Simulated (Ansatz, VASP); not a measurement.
SiO2 in VASP and in Ansatz

```
Si O
1.0
    -2.65786    4.83961    4.50012
     2.65786   -4.83961    4.50012
     2.65786    4.83961   -4.50012
Si O
4 8
Direct
  0.26034 0.84494 0.41540
  0.07045 0.15506 0.91540
  0.73966 0.15506 0.58460
  0.92955 0.84494 0.08460
  0.50000 0.00000 0.50000
  0.00000 0.00000 0.00000
  0.79318 0.00000 0.29318
  0.20682 0.50000 0.20682
  0.20682 0.00000 0.70682
  0.79318 0.50000 0.79318
  0.86931 0.11931 0.75000
  0.13069 0.88069 0.25000
```

Alike in both runs: task single point; functional PBE; k mesh 6 × 6 × 6; occupations fermi-dirac, width 0.05 eV; no spin polarisation.

|  | VASP | Ansatz |
| --- | --- | --- |
| version | VASP 6.6.1 | Ansatz 0.2.0 |
| potentials or method | VASP PAW PBE potentials, release 64 (Si, O) | Ansatz PAW |
| plane-wave cutoff (eV) | 520 | 420 |
| valence electrons in the cell | 64 | 64 |

```tsv
	VASP	Ansatz	Ansatz less VASP
gap on the k mesh at the Fermi level (eV)	5.34	5.34	+0.003
least direct gap on the mesh (eV)	5.34	5.34	+0.003
pressure (GPa)	-1.7	-1.7	-0.03
traceless stress, the component that is largest in VASP (GPa)	-0.07	-0.06	+0.019
rms of the force components (eV/Å)	0.037	0.051	+0.0137
```

Atom by atom the forces differ by 0.016 eV/Å (rms over components). The functional is the same, so the differences come from potentials, cutoffs and numerics.
